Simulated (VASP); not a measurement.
Write the native input for VASP 6.6.1 that does the following.

```yaml
Task: relaxation of cell and atoms
Functional: PBE
Potentials_or_basis: VASP PAW PBE potentials, release 64 (Ba_sv, Ti_sv, O)
Cutoff: 600 eV
k_mesh: 7 × 7 × 7
Occupations: fermi-dirac, width 0.05 eV
Spin: no spin polarisation
Target_pressure: 10 GPa
Dipole_correction: no
Further_INCAR_settings: ALGO = Normal; EDIFF = 1e-06; IBRION = 2; EDIFFG = -0.01; NSW = 60; ISIF = 3
```

The structure of BaTiO3 lies in POSCAR:

```
BaTiO3
1.0
    3.9998000000      0.0000000000      0.0000000000
    0.0000000000      3.9998000000      0.0000000000
    0.0000000000      0.0000000000      4.0180000000
Ba Ti O
1 1 3
Direct
    0.0000000000      0.0000000000      0.0000000000
    0.5000000000      0.5000000000      0.4900000000
    0.0000000000      0.5000000000      0.5170000000
    0.5000000000      0.0000000000      0.5170000000
    0.5000000000      0.5000000000      0.0190000000
```

The input as run:

INCAR

```
SYSTEM = BaTiO3
PREC = Accurate
ENCUT = 600
EDIFF = 1E-6
ISMEAR = -1
SIGMA = 0.05
LREAL = .FALSE.
LASPH = .TRUE.
NELM = 60
ALGO = Normal
ISIF = 3
LWAVE = .FALSE.
LCHARG = .FALSE.
GGA = PE
IBRION = 2
NSW = 60
EDIFFG = -0.01
PSTRESS = 100.0
```

KPOINTS

```
regular mesh
0
G
  7 7 7
  0 0 0
```

Potentials or basis: VASP PAW PBE potentials, release 64 (Ba_sv, Ti_sv, O).

Command:

```bash
$ cat potpaw_PBE.64/Ba_sv/POTCAR potpaw_PBE.64/Ti_sv/POTCAR potpaw_PBE.64/O/POTCAR > POTCAR
$ mpirun -np 1 vasp_std > vasp.out
```

It gave:

The relaxed volume is 12.46 Å³/atom, the relaxed cell is a = 3.951 Å, b = 3.951 Å, c = 3.989 Å, α = 90.00°, β = 90.00°, γ = 90.00° and the space group after relaxing (to 0.05 Å) is P4mm (No. 99). The energy change on relaxing (the enthalpy is what falls) is +16.7 meV/atom, the ionic steps are 17 and the pressure after relaxing is 10.0 GPa. The largest force after relaxing is 0.009 eV/Å. The band gap on the k mesh is 1.93 eV, indirect (least direct gap 2.10 eV).

Caveat: the cell is relaxed towards a set pressure, so the enthalpy falls and the energy may rise; spin-orbit coupling is left out, which moves the levels of the heavy elements.

It took 5.5 min on 1 thread of Intel Xeon 6975P-C (shared host), peak memory 0.25 GiB.
